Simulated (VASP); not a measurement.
Here is a VASP 6.6.1 calculation.

File POSCAR:

```
Pd
1.0
    0.0000000000      1.9499143541      1.9499143541
    1.9499143541      0.0000000000      1.9499143541
    1.9499143541      1.9499143541      0.0000000000
Pd
1
Direct
    0.0000000000      0.0000000000      0.0000000000
```

The input INCAR.step1:

```
PREC     = Accurate       # precision mode
ENCUT    = 520            # plane-wave cutoff, eV
EDIFF    = 1E-5           # SCF threshold, eV
ISMEAR   = -1             # smearing method
SIGMA    = 0.05           # smearing width, eV
LREAL    = False          # projectors in reciprocal space
LASPH    = True           # aspherical terms in the spheres
NELM     = 60             # most SCF steps
ALGO     = Normal         # electronic algorithm
ISIF     = 2              # what is computed and relaxed
LWAVE    = True           # write WAVECAR
LCHARG   = False          # write CHGCAR
GGA      = PE             # functional
NBANDS   = 11             # bands
```

Contents of INCAR.step2:

```
PREC     = Accurate       # precision mode
ENCUT    = 520            # plane-wave cutoff, eV
EDIFF    = 1E-6           # SCF threshold, eV
ISMEAR   = -1             # smearing method
SIGMA    = 0.05           # smearing width, eV
LREAL    = False          # projectors in reciprocal space
LASPH    = True           # aspherical terms in the spheres
NELM     = 60             # most SCF steps
ALGO     = Normal         # electronic algorithm
ISIF     = 2              # what is computed and relaxed
LWAVE    = False          # write WAVECAR
LCHARG   = False          # write CHGCAR
GGA      = PE             # functional
LHFCALC  = True           # exact exchange
HFSCREEN = 0.2079         # screening, 1/A
PRECFOCK = Normal       
ISTART   = 1            
NBANDS   = 11             # bands
```

Contents of KPOINTS:

```
regular mesh
0
Gamma
  6 6 6
```

Potentials or basis: VASP PAW PBE potentials, release 64 (Pd).

Command:

```console
$ cat potpaw_PBE.64/Pd/POTCAR > POTCAR
$ cp INCAR.step1 INCAR
$ mpirun -np 1 vasp_std > vasp.out
$ cp INCAR.step2 INCAR
$ mpirun -np 1 vasp_std > vasp.out
```

(1) Estimate the band gap on the k mesh.

(2) What does it give for the pressure?

Answers

(1) zero (band 5 reaches 9.37 eV, above the bottom of band 6 at 7.12 eV).

(2) 0.4 GPa.

Caveat: the k points lie up to 0.47 Å⁻¹ apart; the PAW data sets were made with another functional, which shifts forces and pressure a little.
